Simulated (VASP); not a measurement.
# Ti (P6/mmm) in VASP: notebook, part 2 of 2

VASP 6.6.1. Earlier steps stand in the parts before.

## (4) Single point, PBEsol

This run uses another cell than the first one, of 17.03 Å³/atom, 1.003 times its volume.

File INCAR:

```
SYSTEM = Ti
PREC = Accurate
ENCUT = 520
EDIFF = 1E-6
ISMEAR = 0
SIGMA = 0.15
LREAL = .False.
LASPH = .True.
NELM = 80
ALGO = Fast
ISIF = 2
LWAVE = .False.
LCHARG = .False.
GGA = PS
NBANDS = 25
```

File KPOINTS:

```
regular mesh
0
Gamma
  12 12 14
  0 0 0
```

File POSCAR:

```
Ti
1.0
    4.5691000000      0.0000000000      0.0000000000
   -2.2845500000      3.9569566724      0.0000000000
    0.0000000000      0.0000000000      2.8263000000
Ti
3
Direct
    0.0000000000      0.0000000000      0.0000000000
    0.3333333333      0.6666666667      0.5000000000
    0.6666666667      0.3333333333      0.5000000000
```

Potentials or basis: VASP PAW PBE potentials, release 64 (Ti_sv).

Started as:

```bash
$ cat potpaw_PBE.64/Ti_sv/POTCAR > POTCAR
$ mpirun -np 1 vasp_std > vasp.out
```

OUTCAR:

```text
SYSTEM = Ti
   PREC = Accurate
   ENCUT = 520
   EDIFF = 1E-6
   ISMEAR = 0
   LREAL = .False.
   LASPH = .True.
   NELM = 80
   ISIF = 2
   GGA = PS

 ion  position               nearest neighbor table
   1  0.000  0.000  0.000-
   2  0.333  0.667  0.500-   3 2.64   3 2.64   3 2.64
   3  0.667  0.333  0.500-   2 2.64   2 2.64   2 2.64

  LATTYP: Found a hexagonal cell.
 ALAT       =     4.5691000000
 C/A-ratio  =     0.6185682082

  Lattice vectors:

 A1 = (   4.5691000000,   0.0000000000,   0.0000000000)
 A2 = (  -2.2845500000,   3.9569566724,   0.0000000000)
 A3 = (   0.0000000000,   0.0000000000,   2.8263000000)

Analysis of symmetry for initial positions (statically):
=====================================================================
 Subroutine PRICEL returns:
 Original cell was already a primitive cell.

 Routine SETGRP: Setting up the symmetry group for a
 hexagonal supercell.

 Subroutine GETGRP returns: Found 24 space group operations
 (whereof 24 operations were pure point group operations)
 out of a pool of 24 trial point group operations.

The static configuration has the point symmetry D_6h.

Analysis of symmetry for dynamics (positions and initial velocities):
=====================================================================
 Subroutine PRICEL returns:
 Original cell was already a primitive cell.

 Routine SETGRP: Setting up the symmetry group for a
 hexagonal supercell.

 Subroutine GETGRP returns: Found 24 space group operations
 (whereof 24 operations were pure point group operations)
 out of a pool of 24 trial point group operations.

The dynamic configuration has the point symmetry D_6h.

 Subroutine INISYM returns: Found 24 space group operations
 (whereof 24 operations are pure point group operations),
 and found     1 'primitive' translations

----------------------------------------------------------------------------------------

[... 107 lines left out ...]
   EMIN   =  10.00;   EMAX   =-10.00  energy-range for DOS
   EFERMI =   0.00;   METHOD = LEGACY
   ISMEAR =     0;   SIGMA  =   0.15  broadening in eV -4-tet -1-fermi 0-gaus
   EFERMI_NEDOS =   21; number of points for ismear=-14 and -15
   IALGO  =     68    algorithm
   IMIX   =      4    mixing-type and parameters
     AMIX     =   0.40;   BMIX     =  1.00
     AMIX_MAG =   1.60;   BMIX_MAG =  1.00
  volume/ion in A,a.u.               =      17.03       114.94
  Fermi-wavevector in a.u.,A,eV,Ry     =   1.456707  2.752777 28.871505  2.121996
  Thomas-Fermi vector in A             =   2.573594
   LORBIT       =      0    0 simple, 1 ext, 2 COOP (PROOUT), +10 PAW based schemes
   GGA     = PS    functional components
   LHFCALC =     F    Hartree Fock is set to
   AEXX    =    0.0000 exact exchange contribution
   IVDW    =     0    specifies the selected vdW correction
   LEPSILON=     F    determine dielectric tensor
   LRPA    =     F    only Hartree local field effects (RPA)
 non-spin polarized calculation
 RMM-DIIS sequential band-by-band and
 Gauss-broadening in eV      SIGMA  =   0.15
  energy-cutoff  :      520.00
  volume of cell :       51.10
 maximum number of plane-waves:      1414
 NGX is ok and might be reduce to    36
   NGX = 17   NGY = 17   NGZ = 11

 number of electron      35.9999988 magnetization

 Free energy of the ion-electron system (eV)
  ---------------------------------------------------
  ext. energy  EPLUGINS =         0.00000000
  ---------------------------------------------------
  free energy    TOTEN  =       -25.05154447 eV

  energy without entropy =      -25.01948980  energy(sigma->0) =      -25.03551714

 E-fermi :   8.2909     XC(G=0): -11.7284

 val. band max:        8.2812308846   @ k =   0.4167  -0.0000   0.1429
 cond. band min:       8.3031086556   @ k =   0.2500   0.1667   0.0000
 fundamental gap:      0.0218777710
 Fermi energy:         8.2909171254

 k-point     1 :       0.0000    0.0000    0.0000
  band No.  band energies     occupation
      1     -48.3411      2.00000
      2     -48.0822      2.00000
      3     -47.9132      2.00000
      4     -24.7586      2.00000
      5     -24.7586      2.00000
      6     -24.6538      2.00000
[... 661 lines left out ...]
     24      10.3814      0.00000
     25      10.9637      0.00000

 [... further k-points ...]
[... 5 lines left out ...]
  --------------------------------------------------------------------------------------
  -------------------------------------------------------------------------------------
  Total       -1.3391564     -1.3391564     -1.2578278      0.0000000      0.0000000      0.0000000
  in kB      -41.9886259    -41.9886259    -39.4386053      0.0000000      0.0000000      0.0000000
  external PRESSURE =     -41.1386190 kB  Pullay stress =       0.0000000 kB

 VOLUME and BASIS-vectors are now :
 -----------------------------------------------------------------------------
  energy-cutoff  :      520.00
  volume of cell :       51.10
      direct lattice vectors                 reciprocal lattice vectors
     4.569100000  0.000000000  0.000000000     0.218861483  0.126359736  0.000000000
    -2.284550000  3.956956672  0.000000000     0.000000000  0.252719472  0.000000000
     0.000000000  0.000000000  2.826300000     0.000000000  0.000000000  0.353819481

 POSITION                                       TOTAL-FORCE (eV/Angst)
 -----------------------------------------------------------------------------------
      0.00000      0.00000      0.00000        -0.000000      0.000000      0.000000
     -0.00000      2.63797      1.41315         0.000000     -0.000000     -0.000000
      2.28455      1.31899      1.41315        -0.000000      0.000000      0.000000
 -----------------------------------------------------------------------------------
    total drift:                                0.000000      0.000000     -0.000000

  FREE ENERGIE OF THE ION-ELECTRON SYSTEM (eV)
  ---------------------------------------------------
  free  energy   TOTEN  =       -25.0515444678 eV

  energy  without entropy=      -25.0194898041  energy(sigma->0) =      -25.03551714
```

stdout:

```text
POSCAR found type information on POSCAR Ti
 POSCAR found :  1 types and       3 ions
 scaLAPACK will be used
 -----------------------------------------------------------------------------
|                                                                             |
|                                                                             |
|     You enforced a specific xc type in the INCAR file but a different       |
[... 27 lines left out ...]
WARNING in EDDRMM: call to ZHEGV failed, returncode =   6  3     15
WARNING in EDDRMM: call to ZHEGV failed, returncode =   8  4     23
WARNING in EDDRMM: call to ZHEGV failed, returncode =   8  4     23
WARNING in EDDRMM: call to ZHEGV failed, returncode =   6  3     15
WARNING in EDDRMM: call to ZHEGV failed, returncode =   8  4     11
WARNING in EDDRMM: call to ZHEGV failed, returncode =   8  4     23
WARNING in EDDRMM: call to ZHEGV failed, returncode =   6  3     23
```

It took 5.9 min on 1 thread of Intel Xeon Platinum 8488C (Sapphire Rapids), shared host; peak memory 0.28 GiB.

Results:

- Free energy: -25.0515 eV
- Pressure: -4.1 GPa
- Band gap on the k mesh: zero (band 18 reaches 8.51 eV, above the bottom of band 19 at 8.23 eV)

Stress tensor (GPa, compression positive):
```
-4.20  0.00  0.00
 0.00 -4.20  0.00
 0.00  0.00 -3.94
```

Levels at points of the mesh, in eV from the Fermi level:
| k point | band 14 | band 15 | band 16 | band 17 | band 18 | band 19 | band 20 | band 21 | band 22 | band 23 |
| --- | --- | --- | --- | --- | --- | --- | --- | --- | --- | --- |
| (0.00, 0.00, 0.00) | -1.95 | -0.70 | -0.70 | -0.60 | -0.60 | -0.03 | 0.69 | 1.31 | 1.31 | 1.84 |
| (0.50, 0.00, 0.00) | -3.57 | -2.63 | -0.40 | -0.39 | -0.35 | 0.07 | 0.54 | 1.05 | 1.14 | 1.94 |
| (0.00, 0.00, 0.50) | -2.09 | -2.09 | -1.72 | -1.61 | -1.61 | 1.07 | 1.07 | 1.26 | 1.26 | 2.97 |
| (0.50, 0.00, 0.50) | -2.11 | -1.69 | -1.16 | -0.67 | -0.62 | 0.36 | 0.82 | 0.95 | 1.06 | 2.25 |

Caveat: the PAW data sets were made with another functional, which shifts forces and pressure a little.

## (5) Single point, PBEsol

This run uses another cell than the first one, of 17.06 Å³/atom, 1.005 times its volume.

File INCAR:

```
SYSTEM = Ti
PREC     = Accurate       ! precision mode
ENCUT    = 520            ! plane-wave cutoff, eV
EDIFF    = 1E-6           ! SCF threshold, eV
ISMEAR   = 0              ! smearing method
SIGMA    = 0.15           ! smearing width, eV
LREAL    = .False.        ! projectors in reciprocal space
LASPH    = .True.         ! aspherical terms in the spheres
NELM     = 80             ! most SCF steps
ALGO     = Fast           ! electronic algorithm
ISIF     = 2              ! what is computed and relaxed
LWAVE    = .False.        ! write WAVECAR
LCHARG   = .True.         ! write CHGCAR
GGA      = PS             ! functional
LELF     = .True.         ! ELF
LVHAR    = .True.       
NBANDS   = 25             ! bands
```

File KPOINTS:

```
Automatic mesh
0
Gamma
  12 12 14
  0 0 0
```

File POSCAR:

```
Ti
1.0
    4.5420000000      0.0000000000      0.0000000000
   -2.2710000000      3.9334873840      0.0000000000
    0.0000000000      0.0000000000      2.8655000000
Ti
3
Direct
    0.0000000000      0.0000000000      0.0000000000
    0.3333333333      0.6666666667      0.5000000000
    0.6666666667      0.3333333333      0.5000000000
```

Potentials or basis: VASP PAW PBE potentials, release 64 (Ti_sv).

Started as:

```bash
$ cat potpaw_PBE.64/Ti_sv/POTCAR > POTCAR
$ mpirun -np 1 vasp_std > vasp.out
```

OUTCAR:

```text
SYSTEM = Ti
   PREC = Accurate
   ENCUT = 520
   EDIFF = 1E-6
   ISMEAR = 0
   LREAL = .False.
   LASPH = .True.
   NELM = 80
   ISIF = 2
   GGA = PS

 ion  position               nearest neighbor table
   1  0.000  0.000  0.000-
   2  0.333  0.667  0.500-   3 2.62   3 2.62   3 2.62
   3  0.667  0.333  0.500-   2 2.62   2 2.62   2 2.62

  LATTYP: Found a hexagonal cell.
 ALAT       =     4.5420000000
 C/A-ratio  =     0.6308894760

  Lattice vectors:

 A1 = (   4.5420000000,   0.0000000000,   0.0000000000)
 A2 = (  -2.2710000000,   3.9334873840,   0.0000000000)
 A3 = (   0.0000000000,   0.0000000000,   2.8655000000)

Analysis of symmetry for initial positions (statically):
=====================================================================
 Subroutine PRICEL returns:
 Original cell was already a primitive cell.

 Routine SETGRP: Setting up the symmetry group for a
 hexagonal supercell.

 Subroutine GETGRP returns: Found 24 space group operations
 (whereof 24 operations were pure point group operations)
 out of a pool of 24 trial point group operations.

[... 159 lines left out ...]
  ---------------------------------------------------
  ext. energy  EPLUGINS =         0.00000000
  ---------------------------------------------------
  free energy    TOTEN  =       -25.04261582 eV

  energy without entropy =      -25.01005233  energy(sigma->0) =      -25.02633408

 E-fermi :   8.2913     XC(G=0): -11.7178

 val. band max:        8.2910106126   @ k =   0.3333   0.1667   0.0000
 cond. band min:       8.2989416172   @ k =   0.2500   0.2500   0.3571
 fundamental gap:      0.0079310046
 Fermi energy:         8.2912931019

 k-point     1 :       0.0000    0.0000    0.0000
  band No.  band energies     occupation
      1     -48.3727      2.00000
      2     -48.1018      2.00000
      3     -47.9208      2.00000
      4     -24.7904      2.00000
      5     -24.7904      2.00000
      6     -24.6850      2.00000
[... 661 lines left out ...]
     24      10.3928      0.00000
     25      10.8693      0.00000

 [... further k-points ...]
[... 5 lines left out ...]
  --------------------------------------------------------------------------------------
  -------------------------------------------------------------------------------------
  Total       -1.0319530     -1.0319530     -2.0863506      0.0000000      0.0000000      0.0000000
  in kB      -32.2957380    -32.2957380    -65.2938950      0.0000000      0.0000000      0.0000000
  external PRESSURE =     -43.2951237 kB  Pullay stress =       0.0000000 kB

 VOLUME and BASIS-vectors are now :
 -----------------------------------------------------------------------------
  energy-cutoff  :      520.00
  volume of cell :       51.19
      direct lattice vectors                 reciprocal lattice vectors
     4.542000000  0.000000000  0.000000000     0.220167327  0.127113666  0.000000000
    -2.271000000  3.933487384  0.000000000     0.000000000  0.254227331  0.000000000
     0.000000000  0.000000000  2.865500000     0.000000000  0.000000000  0.348979236

 POSITION                                       TOTAL-FORCE (eV/Angst)
 -----------------------------------------------------------------------------------
      0.00000      0.00000      0.00000        -0.000000      0.000000     -0.000000
     -0.00000      2.62232      1.43275        -0.000000      0.000000      0.000000
      2.27100      1.31116      1.43275         0.000000      0.000000     -0.000000
 -----------------------------------------------------------------------------------
    total drift:                                0.000000      0.000000     -0.000000

  FREE ENERGIE OF THE ION-ELECTRON SYSTEM (eV)
  ---------------------------------------------------
  free  energy   TOTEN  =       -25.0426158200 eV

  energy  without entropy=      -25.0100523348  energy(sigma->0) =      -25.02633408
```

OSZICAR:

```text
N       E                     dE             d eps       ncg     rms          rms(c)
DAV:   1     0.428601141390E+03    0.42860E+03   -0.18693E+04  7600   0.179E+03
DAV:   2     0.200549365402E+02   -0.40855E+03   -0.40200E+03  7673   0.515E+02
DAV:   3    -0.250025781402E+02   -0.45058E+02   -0.44088E+02 14098   0.147E+02
[... 38 lines left out ...]
RMM:  42    -0.250426141241E+02   -0.73382E-06   -0.15276E-05  6061   0.135E-02    0.692E-03
RMM:  43    -0.250426147253E+02   -0.60114E-06   -0.13718E-05  5827   0.129E-02    0.740E-03
RMM:  44    -0.250426151996E+02   -0.47438E-06   -0.12291E-05  5824   0.124E-02    0.773E-03
RMM:  45    -0.250426155527E+02   -0.35305E-06   -0.10890E-05  5556   0.119E-02    0.810E-03
RMM:  46    -0.250426158200E+02   -0.26729E-06   -0.99179E-06  5573   0.115E-02
   1 F= -.25042616E+02 E0= -.25026334E+02  d E =-.325635E-01
```

Run time: 6.2 min. Hardware: 1 thread of Intel Xeon Platinum 8488C (Sapphire Rapids), shared host; peak memory 0.28 GiB.

Results:

```yaml
Free_energy: -25.0426 eV
Pressure: -4.3 GPa
Band_gap_on_the_k_mesh: zero (band 18 reaches 8.54 eV, above the bottom of band 19 at 8.20 eV)
```

Levels at points of the mesh, in eV from the Fermi level:
```tsv
k point	band 15	band 16	band 17	band 18	band 19	band 20	band 21	band 22
(0.00, 0.00, 0.00)	-0.69	-0.69	-0.58	-0.58	0.07	0.78	1.31	1.31
(0.50, 0.00, 0.00)	-2.63	-0.42	-0.35	-0.32	0.09	0.62	0.88	1.22
(0.00, 0.00, 0.50)	-2.10	-1.83	-1.63	-1.63	1.12	1.12	1.22	1.22
(0.50, 0.00, 0.50)	-1.68	-1.17	-0.72	-0.70	0.36	0.77	0.88	1.02
```

Caveat: the PAW data sets were made with another functional, which shifts forces and pressure a little.

## (6) The runs side by side

| cell | gap on the mesh (eV) | pressure (GPa) |
| --- | --- | --- |
| a = 4.380, b = 4.380, c = 3.067 Å, angles 90.0, 90.0, 120.0°, 3 atoms | none | -3.7 |
| a = 4.542, b = 4.542, c = 2.854 Å, angles 90.0, 90.0, 120.0°, 3 atoms | none | -3.9 |
| a = 4.569, b = 4.569, c = 2.826 Å, angles 90.0, 90.0, 120.0°, 3 atoms | none | -4.1 |
| a = 4.542, b = 4.542, c = 2.865 Å, angles 90.0, 90.0, 120.0°, 3 atoms | none | -4.3 |

Alike in all rows: task single point; level PBEsol; potentials or basis VASP PAW PBE potentials, release 64 (Ti_sv); no spin polarisation; k mesh 12 × 12 × 14; cutoff (eV) 520; smearing gaussian 0.15 eV.

Caveats: the PAW data sets were made with another functional, which shifts forces and pressure a little.

Absolute energies hang on the potentials; compare differences alone.
